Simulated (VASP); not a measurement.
Ru:

```
Ru
1.0
     2.70389    0.00000    0.00000
    -1.35194    2.34164    0.00000
     0.00000    0.00000    4.28168
Ru
2
Cartesian
  0.0000 1.5611 1.0704
  1.3519 0.7805 3.2113
```

- Program: VASP 6.6.1
- Task: relaxation of cell and atoms
- Functional: PBEsol
- Potentials or basis: VASP PAW PBE potentials, release 64 (Ru_pv)
- Cutoff: 600 eV
- k mesh: 16 × 16 × 9
- Occupations: fermi-dirac, width 0.05 eV
- Spin: no spin polarisation

At the start: pressure -6.0 GPa; volume 13.55 Å³/atom.

Q: Where does the relaxation end?

A: Over 6 steps the energy falls by 4.9 meV/atom and the volume is 13.32 Å³/atom (-1.8 %); space group P6_3/mmc (No. 194, to 0.05 Å).

The path:
| step | energy change (eV) | largest force (eV/Å) | pressure (GPa) | volume (Å³) |
| --- | --- | --- | --- | --- |
| 1 | 0.0000 | 0.0000 | -5.98 | 27.11 |
| 2 | 0.0905 | 0.0000 | 22.80 | 25.17 |
| 3 | -0.0097 | 0.0000 | -0.07 | 26.64 |
| 4 | -0.0097 | 0.0000 | 0.10 | 26.62 |
| 5 | -0.0098 | 0.0000 | -0.08 | 26.64 |
| 6 | -0.0098 | 0.0000 | -0.01 | 26.63 |

Final structure:
```
Ru
1.0
     2.69212    0.00000    0.00000
    -1.34606    2.33145    0.00000
     0.00000    0.00000    4.24331
Ru
2
Direct
  0.33333 0.66667 0.25000
  0.66667 0.33333 0.75000
```

Caveat: the PAW data sets were made with another functional, which shifts forces and pressure a little.
